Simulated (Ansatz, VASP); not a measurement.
**One calculation of V, two programs**

The input INCAR:

```
PREC = Accurate
ENCUT = 500
EDIFF = 1E-7
ISMEAR = 0
SIGMA = 0.1
LREAL = False
LASPH = True
NELM = 120
ALGO = Normal
ISIF = 3
LWAVE = False
LCHARG = False
GGA = PE
IBRION = 2
NSW = 100
EDIFFG = -0.002
GGA_COMPAT = False
NELMIN = 4
```

KPOINTS

```
Automatic mesh
0
Gamma
  20 20 20
```

Contents of POSCAR:

```
V
1.0
   -1.5006654676      1.5006654676      1.5006654676
    1.5006654676     -1.5006654676      1.5006654676
    1.5006654676      1.5006654676     -1.5006654676
V
1
Direct
    0.0000000000      0.0000000000      0.0000000000
```

Input for Ansatz:

```yaml
crystal:
  lattice:
    - [-1.5006654676, 1.5006654676, 1.5006654676]
    - [1.5006654676, -1.5006654676, 1.5006654676]
    - [1.5006654676, 1.5006654676, -1.5006654676]
  atoms:
    - { symbol: V, position: [0.0, 0.0, 0.0] }
basis:
  ecutwfc: 420
kpoints:
  mp_grid: { grid: [20, 20, 20] }
hamiltonian:
  xc: pbe
  pseudopotentials: { kind: paw, azcp: { folder: soft_1 } }
scf:
  occupations: { method: gaussian, width: 0.1 }
output:
  forces: true
  stress: true
  eigenvalues: true
relax:
  adjacent_minimum: "off"
  f_tol: 0.002
  max_steps: 80
  cell: { stress_tol: 0.02 }
```

Alike in both runs: task relaxation of cell and atoms; functional PBE; k mesh 20 × 20 × 20; occupations gaussian, width 0.1 eV; no spin polarisation.

|  | VASP | Ansatz |
| --- | --- | --- |
| version | VASP 6.6.1 | Ansatz 0.2.0 |
| potentials or method | VASP PAW PBE potentials, release 64 (V_sv), cutoff 500 eV | scalar-relativistic, plane waves, PAW |
| valence electrons in the cell | 13 | 13 |

Ansatz gave:

```
gap on the k mesh at the Fermi level, each at its own relaxed structure (eV) : none
relaxed volume (Å³/atom)                                                     : 13.46
relaxed cell length with the largest relative difference (Å)                 : 2.596
```

Task: What did VASP give for the same quantities?

Result: gap on the k mesh at the Fermi level, each at its own relaxed structure (eV): none; relaxed volume (Å³/atom): 13.47; relaxed cell length with the largest relative difference (Å): 2.596.

A gap of «none» marks a metal or a gap that the smearing closes.
